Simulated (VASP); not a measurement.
A run of VASP 6.6.1 is set up as follows.

File INCAR:

```
PREC = Accurate
ENCUT = 520
EDIFF = 1E-6
ISMEAR = 0
SIGMA = 0.15
LREAL = F
LASPH = T
NELM = 80
ALGO = Fast
ISIF = 2
LWAVE = F
LCHARG = F
GGA = PS
IVDW = 12
NBANDS = 12
```

File KPOINTS:

```
regular mesh
0
Gamma
  6 26 4
```

Contents of POSCAR:

```
Cu
1.0
   13.3035707678      0.0000000000      0.0000014014
    0.0000000000      2.5928303267      0.0000000000
   -5.2840822286      0.0000000000     21.7431577353
Cu
1
Direct
    0.5000000000      0.5000000000      0.5000000000
```

Potentials or basis: VASP PAW PBE potentials, release 64 (Cu).

Launch:

```console
$ cat potpaw_PBE.64/Cu/POTCAR > POTCAR
$ mpirun -np 1 vasp_std > vasp.out
```

Task: Estimate the pressure.

Result: -0.2 GPa.

Task: Estimate the band gap on the k mesh.

Result: Zero (an odd number of electrons rules out a gap without spin polarisation).

Stress tensor (GPa, compression positive):
```
 0.00  0.00  0.00
 0.00 -0.58  0.00
 0.00  0.00  0.00
```

Caveat: the cell differs from its parent crystal (strain +0.1500 x Voigt [1, 1, 0, 0, 0, 0]); the PAW data sets were made with another functional, which shifts forces and pressure a little.
